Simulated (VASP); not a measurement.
# NaH (Immm) in VASP: a series of runs

NaH is run at these levels: r2SCAN; tasks: single point.

All numbers are computed with VASP 6.6.1; they aren't measurements. Logs are shortened: lines on timing, memory, paths and dates and some standing lists are left out, and cuts for length are marked.

**1. The cell of the first run**

The structure is orthorhombic, space group Immm (No. 71). Conventional cell: a = 3.136 Å, b = 3.644 Å, c = 4.626 Å, α = 90.00°, β = 90.00°, γ = 90.00°. Na (site symmetry mmm) has 6 H at 2.31 to 2.40 Å and 2 Na at 3.14 Å within 3.2 Å. Within 3.2 Å of H (site symmetry mmm) lie 6 Na at 2.31 to 2.40 Å and 2 H at 3.14 Å.

**2. Single point, r2SCAN (engineering shear strain xy -0.1500, normal strain along z -0.0350)**

File POSCAR:

```
NaH
1.0
   -0.1797773728      2.3970316378      2.3131355305
    2.3970316378     -0.1797773728      2.3131355305
    2.2172542650      2.2172542650      0.0000000000
Na H
1 1
Direct
    0.0000000000      0.0000000000      0.0000000000
    0.5000000000      0.5000000000      0.5000000000
```

File INCAR.step1:

```
SYSTEM = NaH
ALGO = Normal ; EDIFF = 1E-4
ENCUT = 520 ; GGA = PE
ISMEAR = -1 ; LASPH = .TRUE.
LCHARG = .FALSE. ; LREAL = .FALSE.
LWAVE = .TRUE. ; NBANDS = 11
NELM = 60 ; PREC = Accurate
SIGMA = 0.2
```

File INCAR.step2:

```
SYSTEM = NaH
ALGO = Normal ; EDIFF = 1E-7
ENCUT = 520 ; ISIF = 2
ISMEAR = -1 ; ISTART = 1
LASPH = .TRUE. ; LCHARG = .FALSE.
LMIXTAU = .TRUE. ; LREAL = .FALSE.
LWAVE = .FALSE. ; METAGGA = R2SCAN
NBANDS = 11 ; NELM = 60
PREC = Accurate ; SIGMA = 0.2
```

File KPOINTS:

```
k-points
0
G
  8 8 8
  0 0 0
```

Potentials or basis: VASP PAW PBE potentials, release 64 (Na_pv, H).

Started as:

```console
cat potpaw_PBE.64/Na_pv/POTCAR potpaw_PBE.64/H/POTCAR > POTCAR
cp INCAR.step1 INCAR
mpirun -np 1 vasp_std > vasp.out
cp INCAR.step2 INCAR
mpirun -np 1 vasp_std > vasp.out
```

OUTCAR:

```text
SYSTEM = NaH
   EDIFF = 1E-7
   ENCUT = 520
   ISIF = 2
   ISMEAR = -1
   ISTART = 1
   LASPH = .TRUE.
   LREAL = .FALSE.
   METAGGA = R2SCAN
   NELM = 60
   PREC = Accurate

 ion  position               nearest neighbor table
   1  0.000  0.000  0.000-
   2  0.500  0.500  0.500-

  LATTYP: Found a body centered orthorhombic cell.
 ALAT       =     3.1356710528
 B/A-ratio  =     1.1621621621
 C/A-ratio  =     1.4753687434

  Lattice vectors:

 A1 = (   0.1797773728,  -2.3970316378,  -2.3131355305)
 A2 = (  -0.1797773728,   2.3970316378,  -2.3131355305)
 A3 = (   2.3970316378,  -0.1797773728,   2.3131355305)

Analysis of symmetry for initial positions (statically):
=====================================================================
 Subroutine PRICEL returns:
 Original cell was already a primitive cell.

 Routine SETGRP: Setting up the symmetry group for a
 body centered orthorhombic supercell.

 Subroutine GETGRP returns: Found  8 space group operations
 (whereof  8 operations were pure point group operations)
 out of a pool of  8 trial point group operations.

The static configuration has the point symmetry D_2h.

Analysis of symmetry for dynamics (positions and initial velocities):
=====================================================================
 Subroutine PRICEL returns:
 Original cell was already a primitive cell.

 Routine SETGRP: Setting up the symmetry group for a
 body centered orthorhombic supercell.

 Subroutine GETGRP returns: Found  8 space group operations
 (whereof  8 operations were pure point group operations)
 out of a pool of  8 trial point group operations.

The dynamic configuration has the point symmetry D_2h.

 Subroutine INISYM returns: Found  8 space group operations
 (whereof  8 operations are pure point group operations),
 and found     1 'primitive' translations

----------------------------------------------------------------------------------------

                                     Primitive cell

  volume of cell :      26.4319

  direct lattice vectors                    reciprocal lattice vectors
    -0.179777373  2.397031638  2.313135530    -0.194038440  0.194038440  0.216156811
     2.397031638 -0.179777373  2.313135530     0.194038440 -0.194038440  0.216156811
     2.217254265  2.217254265  0.000000000     0.225504133  0.225504133 -0.216156811

  length of vectors
     3.335967110  3.335967110  3.135671053     0.349321627  0.349321627  0.385263539

  position of ions in fractional coordinates (direct lattice)
     0.000000000  0.000000000  0.000000000
     0.500000000  0.500000000  0.500000000

  ion indices of the primitive-cell ions
   primitive index   ion index
                 1           1
                 2           2

----------------------------------------------------------------------------------------

 KPOINTS: k-points

Automatic generation of k-mesh.
 Grid dimensions read from file:
 generate k-points for:    8    8    8

 Generating k-lattice:

  Cartesian coordinates                     Fractional coordinates (reciprocal lattice)
    -0.024254805  0.024254805  0.027019601     0.125000000 -0.000000000  0.000000000
     0.024254805 -0.024254805  0.027019601    -0.000000000  0.125000000  0.000000000
     0.028188017  0.028188017 -0.027019601     0.000000000  0.000000000  0.125000000

  Length of vectors
     0.043665203  0.043665203  0.048157942

  Shift w.r.t. Gamma in fractional coordinates (k-lattice)
     0.000000000  0.000000000  0.000000000

 Subroutine IBZKPT returns following result:
 ===========================================

 Found     95 irreducible k-points:

 Following reciprocal coordinates:
            Coordinates               Weight
  0.000000  0.000000  0.000000      1.000000
  0.125000 -0.000000  0.000000      4.000000
  0.250000 -0.000000  0.000000      4.000000
  0.375000  0.000000  0.000000      4.000000
  0.500000 -0.000000  0.000000      2.000000
  0.125000  0.125000  0.000000      2.000000
[... 16 lines left out ...]
  0.125000 -0.000000  0.125000      4.000000
  0.250000 -0.000000  0.125000      8.000000
 [... further k-points ...]
   k-points           NKPTS =     95   k-points in BZ     NKDIM =     95   number of bands    NBANDS=     11
   number of dos      NEDOS =    301   number of ions     NIONS =      2
   total plane-waves  NPLWV =  18816
   dimension x,y,z NGX =    28 NGY =   28 NGZ =   24
   dimension x,y,z NGXF=    56 NGYF=   56 NGZF=   48
   ions per type =               1   1
   NGX,Y,Z   is equivalent  to a cutoff of  13.95, 13.95, 12.72 a.u.
   NGXF,Y,Z  is equivalent  to a cutoff of  27.91, 27.91, 25.45 a.u.
 SYSTEM =  NaH
   PREC   = accura    normal or accurate (medium, high low for compatibility)
   ISTART =      1    job   : 0-new  1-cont  2-samecut
   ICHARG =      0    charge: 1-file 2-atom 10-const
   ISPIN  =      1    spin polarized calculation?
   LNONCOLLINEAR =      F non collinear calculations
   LSORBIT =      F    spin-orbit coupling
   LASPH  =      T    aspherical Exc in radial PAW
   ENCUT  =  520.0 eV  38.22 Ry    6.18 a.u.   6.20  6.20  5.83*2*pi/ulx,y,z
   NELM   =     60;   NELMIN=  2; NELMDL=  0     # of ELM steps
   EDIFF  = 0.1E-06   stopping-criterion for ELM
   LREAL  =      F    real-space projection
   EDIFFG = 0.1E-05   stopping-criterion for IOM
   NSW    =      0    number of steps for IOM
   IBRION =     -1    ionic relax: 0-MD 1-quasi-New 2-CG
   NFREE  =      0    steps in history (QN), initial steepest desc. (CG)
   ISIF   =      2    stress and relaxation
   ISYM   =      2    0-nonsym 1-usesym 2-fastsym
   POTIM  = 0.5000    time-step for ionic-motion
   TEBEG  =    0.0;   TEEND  =   0.0 temperature during run
   PSTRESS=    0.0 pullay stress
   NELECT =       8.0000    total number of electrons
   NUPDOWN=      -1.0000    fix difference up-down
   EMIN   =  10.00;   EMAX   =-10.00  energy-range for DOS
   EFERMI =   0.00;   METHOD = LEGACY
   ISMEAR =    -1;   SIGMA  =   0.20  broadening in eV -4-tet -1-fermi 0-gaus
   EFERMI_NEDOS =   21; number of points for ismear=-14 and -15
   IALGO  =     38    algorithm
   IMIX   =      4    mixing-type and parameters
     AMIX     =   0.40;   BMIX     =  1.00
     AMIX_MAG =   1.60;   BMIX_MAG =  1.00
  volume/ion in A,a.u.               =      13.22        89.19
  Fermi-wavevector in a.u.,A,eV,Ry     =   1.099162  2.077116 16.437989  1.208158
  Thomas-Fermi vector in A             =   2.235552
   LORBIT       =      0    0 simple, 1 ext, 2 COOP (PROOUT), +10 PAW based schemes
   METAGGA = R2SCAN    functional components
   LHFCALC =     F    Hartree Fock is set to
   AEXX    =    0.0000 exact exchange contribution
   IVDW    =     0    specifies the selected vdW correction
   LEPSILON=     F    determine dielectric tensor
   LRPA    =     F    only Hartree local field effects (RPA)
 non-spin polarized calculation
  energy-cutoff  :      520.00
  volume of cell :       26.43
 maximum number of plane-waves:       723
 NGX is ok and might be reduce to    28
   NGX = 13   NGY = 13   NGZ = 11

 number of electron       8.0000007 magnetization

 Free energy of the ion-electron system (eV)
  ---------------------------------------------------
  ext. energy  EPLUGINS =         0.00000000
  ---------------------------------------------------
  free energy    TOTEN  =        -7.55377014 eV

  energy without entropy =       -7.55375659  energy(sigma->0) =       -7.55376337

 E-fermi :   1.0986     XC(G=0):  -8.3868

 val. band max:       -1.1055032896   @ k =  -0.3750  -0.3750   0.2500
 cond. band min:       2.8240311519   @ k =   0.5000  -0.0000   0.0000
 fundamental gap:      3.9295344415
 Fermi energy:         1.0985896194

 k-point     1 :       0.0000    0.0000    0.0000
  band No.  band energies     occupation
      1     -24.0949      2.00000
      2     -24.0715      2.00000
      3     -24.0711      2.00000
      4      -4.9681      2.00000
      5      10.4880      0.00000
      6      13.8823      0.00000
      7      15.0158      0.00000
      8      15.4580      0.00000
      9      16.2274      0.00000
     10      17.5137      0.00000
     11      18.5539      0.00000

 k-point     2 :       0.1250   -0.0000    0.0000
  band No.  band energies     occupation
      1     -24.0968      2.00000
      2     -24.0864      2.00000
      3     -24.0714      2.00000
      4      -4.7106      2.00000
      5       9.0671      0.00000
      6      12.3688      0.00000
      7      14.9351      0.00000
      8      16.2210      0.00000
      9      16.5737      0.00000
     10      18.4294      0.00000
     11      19.0355      0.00000

 k-point     3 :       0.2500   -0.0000    0.0000
  band No.  band energies     occupation
      1     -24.1225      2.00000
      2     -24.1015      2.00000
      3     -24.0715      2.00000
      4      -3.9843      2.00000
      5       6.2785      0.00000
      6      11.7673      0.00000
      7      14.2066      0.00000
      8      15.4753      0.00000
      9      17.3347      0.00000
     10      18.8909      0.00000
     11      19.0522      0.00000

 k-point     4 :       0.3750    0.0000    0.0000
  band No.  band energies     occupation
      1     -24.1581      2.00000
      2     -24.1061      2.00000
      3     -24.0715      2.00000
      4      -2.9912      2.00000
      5       3.8863      0.00000
      6      11.5668      0.00000
      7      13.6023      0.00000
      8      14.7538      0.00000
      9      17.8954      0.00000
     10      18.6107      0.00000
     11      19.2288      0.00000

 k-point     5 :       0.5000   -0.0000    0.0000
  band No.  band energies     occupation
      1     -24.1728      2.00000
      2     -24.1080      2.00000
      3     -24.0716      2.00000
      4      -2.4043      2.00000
      5       2.8240      0.00036
      6      11.5285      0.00000
      7      13.3734      0.00000
      8      14.5052      0.00000
      9      17.7659      0.00000
     10      18.5035      0.00000
     11      19.5824      0.00000
[... 211 lines left out ...]
 k-point    21 :       0.5000    0.5000    0.0000
  band No.  band energies     occupation
      1     -24.1654      2.00000
      2     -24.1254      2.00000
      3     -24.1209      2.00000
      4      -1.3535      1.99999
      5       4.3789      0.00000
      6       8.4593      0.00000
      7       9.0487      0.00000
      8      12.3944      0.00000
      9      13.1352      0.00000
     10      24.8928      0.00000
     11      26.4083      0.00000

 k-point    22 :       0.0000    0.0000    0.1250
  band No.  band energies     occupation
      1     -24.1131      2.00000
      2     -24.0760      2.00000
      3     -24.0734      2.00000
      4      -4.6500      2.00000
      5       9.7917      0.00000
      6      13.0462      0.00000
      7      13.3971      0.00000
      8      15.5330      0.00000
      9      16.1223      0.00000
     10      16.8175      0.00000
     11      19.2249      0.00000

 k-point    23 :       0.1250   -0.0000    0.1250
  band No.  band energies     occupation
      1     -24.1125      2.00000
      2     -24.0768      2.00000
      3     -24.0761      2.00000
      4      -4.5934      2.00000
      5       9.3472      0.00000
      6      12.3141      0.00000
      7      13.9889      0.00000
      8      15.0630      0.00000
      9      16.4474      0.00000
     10      17.8373      0.00000
     11      18.6713      0.00000

 k-point    24 :       0.2500   -0.0000    0.1250
  band No.  band energies     occupation
      1     -24.1205      2.00000
      2     -24.0979      2.00000
      3     -24.0775      2.00000
      4      -4.0529      2.00000
      5       7.3248      0.00000
      6      10.6459      0.00000
      7      13.3011      0.00000
      8      15.9057      0.00000
      9      16.8787      0.00000
     10      18.8818      0.00000
     11      20.9906      0.00000

 [... further k-points ...]

------------------------ aborting loop because EDIFF is reached ----------------------------------------

  FORCE on cell =-STRESS in cart. coord.  units (eV):
  Direction    XX          YY          ZZ          XY          YZ          ZX
  --------------------------------------------------------------------------------------
  -------------------------------------------------------------------------------------
  Total        0.0815066      0.0815066      0.2123034      0.5877529      0.0000000      0.0000000
  in kB        4.9405393      4.9405393     12.8688193     35.6267806      0.0000000      0.0000000
  external PRESSURE =       7.5832993 kB  Pullay stress =       0.0000000 kB

 VOLUME and BASIS-vectors are now :
 -----------------------------------------------------------------------------
  energy-cutoff  :      520.00
  volume of cell :       26.43
      direct lattice vectors                 reciprocal lattice vectors
    -0.179777373  2.397031638  2.313135530    -0.194038440  0.194038440  0.216156811
     2.397031638 -0.179777373  2.313135530     0.194038440 -0.194038440  0.216156811
     2.217254265  2.217254265  0.000000000     0.225504133  0.225504133 -0.216156811

 POSITION                                       TOTAL-FORCE (eV/Angst)
 -----------------------------------------------------------------------------------
      0.00000      0.00000      0.00000         0.000000      0.000000     -0.000000
      2.21725      2.21725      2.31314        -0.000000      0.000000      0.000000
 -----------------------------------------------------------------------------------
    total drift:                                0.000000      0.000000     -0.000000

  FREE ENERGIE OF THE ION-ELECTRON SYSTEM (eV)
  ---------------------------------------------------
  free  energy   TOTEN  =        -7.5537701374 eV

  energy  without entropy=       -7.5537565947  energy(sigma->0) =       -7.55376337
```

It took 54 s on 1 thread of Intel Xeon 6975P-C (Granite Rapids), shared host; peak memory 0.15 GiB.

What came out:

```yaml
Free_energy: -7.5538 eV
Pressure: 0.8 GPa
Band_gap_on_the_k_mesh: 3.93 eV (least direct gap 5.23 eV)
```

Levels at points of the mesh, in eV from the valence-band top:
```tsv
k point	band 1	band 2	band 3	band 4	band 5	band 6	band 7	band 8
(0.00, 0.00, 0.00)	-22.99	-22.97	-22.97	-3.86	11.59	14.99	16.12	16.56
(0.50, 0.00, 0.00)	-23.07	-23.00	-22.97	-1.30	3.93	12.63	14.48	15.61
(0.50, 0.50, 0.00)	-23.06	-23.02	-23.02	-0.25	5.48	9.56	10.15	13.50
(0.00, 0.00, 0.50)	-23.12	-22.99	-22.98	-0.61	4.81	11.35	12.65	14.42
(0.50, 0.00, 0.50)	-23.11	-23.00	-22.99	-0.28	5.12	10.99	11.90	11.91
```

Caveat: the cell differs from its parent crystal (engineering shear strain xy -0.1500, normal strain along z -0.0350); the PAW data sets were made with another functional, which shifts forces and pressure a little.

(Continued in part 2 of 2.)
